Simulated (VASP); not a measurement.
MnO, 2 atoms in the cell. The structure is cubic, space group Fm-3m (No. 225). Conventional cell: a = 4.459 Å, b = 4.459 Å, c = 4.459 Å, α = 90.00°, β = 90.00°, γ = 90.00°. Within 2.9 Å of Mn (site symmetry m-3m) lie 6 O at 2.23 Å. O (site symmetry m-3m) has 6 Mn at 2.23 Å within 2.9 Å. 

| Quantity | Value |
| --- | --- |
| Program | VASP 6.6.1 |
| Task | single point |
| Functional | PBE |
| Potentials or basis | VASP PAW PBE potentials, release 64 (Mn_pv, O) |
| Cutoff | 520 eV |
| k mesh | 12 × 12 × 12 |
| Occupations | gaussian, width 0.05 eV |
| Spin | collinear spin, ferromagnetic start |
| Starting moments | [5.0, 0.0] μB |
| Hubbard terms | Mn d U = 3.9 eV |
| Dipole correction | no |
| Further INCAR settings | ALGO = Normal; EDIFF = 1e-07; NBANDS = 20 |

Potentials or basis: VASP PAW PBE potentials, release 64 (Mn_pv, O).

Run with:

```sh
$ cat potpaw_PBE.64/Mn_pv/POTCAR potpaw_PBE.64/O/POTCAR > POTCAR
$ mpirun -np 1 vasp_std > vasp.out
```

Hardware: 1 thread of AMD EPYC 7R13 Processor (Zen 3) (shared host).

Problem. Estimate the wall time of this run.

Solution. It took 49 s on 1 thread of AMD EPYC 7R13 Processor (Zen 3), on a shared host, peak memory 0.15 GiB. Counts: scf iterations 16, k points 72.
